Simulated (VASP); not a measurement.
A run of VASP 6.6.1 is set up as follows.

Contents of INCAR:

```
  ALGO = Normal
  EDIFF = 1E-6
  ENCUT = 520
  GGA = PS
  ISIF = 2
  ISMEAR = 0
  LASPH = T
  LCHARG = T
  LELF = T
  LREAL = F
  LVHAR = T
  LWAVE = F
  NBANDS = 11
  NELM = 60
  PREC = Accurate
  SIGMA = 0.05
```

The input KPOINTS:

```
k-points
0
Gamma
  10 10 10
```

POSCAR

```
BeTe
1.0
    0.0000000000      2.6239330170      2.6239330170
    2.6239330170      0.0000000000      2.6239330170
    2.6239330170      2.6239330170      0.0000000000
Be Te
1 1
Direct
    0.0000000000      0.0000000000      0.0000000000
    0.2500000000      0.2500000000      0.2500000000
```

Potentials or basis: VASP PAW PBE potentials, release 64 (Be, Te).

Run with:

```sh
$ cat potpaw_PBE.64/Be/POTCAR potpaw_PBE.64/Te/POTCAR > POTCAR
$ mpirun -np 1 vasp_std > vasp.out
```

(1) Estimate the pressure.

(2) Predict the band gap on the k mesh.

Answers

(1) 18.1 GPa.

(2) 1.25 eV, indirect (least direct gap 3.35 eV).

Caveat: the PAW data sets were made with another functional, which shifts forces and pressure a little; spin-orbit coupling is left out, which moves the levels of the heavy elements.
